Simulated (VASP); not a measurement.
Set up this calculation in VASP 6.6.1, as the native input.

| Item | Value |
| --- | --- |
| Task | single point |
| Functional | PBE |
| Potentials or basis | VASP PAW PBE potentials, release 64 (Zn, S) |
| Cutoff | 520 eV |
| k mesh | 8 × 8 × 5 |
| Occupations | fermi-dirac, width 0.05 eV |
| Spin | no spin polarisation |
| Dipole correction | no |
| Further INCAR settings | ALGO = Normal; EDIFF = 1e-06; NBANDS = 26 |

The structure of ZnS (Wurtzite-2H) lies in POSCAR:

```
ZnS
1.0
    3.8110000000      0.0000000000      0.0000000000
   -1.9055000000      3.3004228138      0.0000000000
    0.0000000000      0.0000000000      6.2340000000
Zn S
2 2
Direct
    0.6663970000      0.3315460000      0.5002410000
    0.3325680000      0.6880830000      0.0055960000
    0.6813350000      0.3426400000      0.8798910000
    0.3236270000      0.6665860000      0.3899440000
```

This cell differs from its parent crystal: atoms moved at random.

These files were run (other wordings do the same):

INCAR

```
ALGO     = Normal         # electronic algorithm
EDIFF    = 1E-6           # SCF threshold, eV
ENCUT    = 520            # plane-wave cutoff, eV
GGA      = PE             # functional
ISIF     = 2              # what is computed and relaxed
ISMEAR   = -1             # smearing method
LASPH    = T              # aspherical terms in the spheres
LCHARG   = F              # write CHGCAR
LREAL    = F              # projectors in reciprocal space
LWAVE    = F              # write WAVECAR
NBANDS   = 26             # bands
NELM     = 60             # most SCF steps
PREC     = Accurate       # precision mode
SIGMA    = 0.05           # smearing width, eV
```

KPOINTS

```
k-points
0
Gamma
  8 8 5
```

Potentials or basis: VASP PAW PBE potentials, release 64 (Zn, S).

The run is started by

```console
$ cat potpaw_PBE.64/Zn/POTCAR potpaw_PBE.64/S/POTCAR > POTCAR
$ mpirun -np 1 vasp_std > vasp.out
```

Results of the run:

| Property | Result |
| --- | --- |
| Pressure | 2.6 GPa |
| Largest force | 0.662 eV/Å |
| Band gap on the k mesh | 2.20 eV, direct |

Caveat: the cell differs from its parent crystal (atoms moved at random).

Run time: 5.4 min on 1 thread of Intel Xeon 8259CL, on a shared host, peak memory 0.38 GiB.
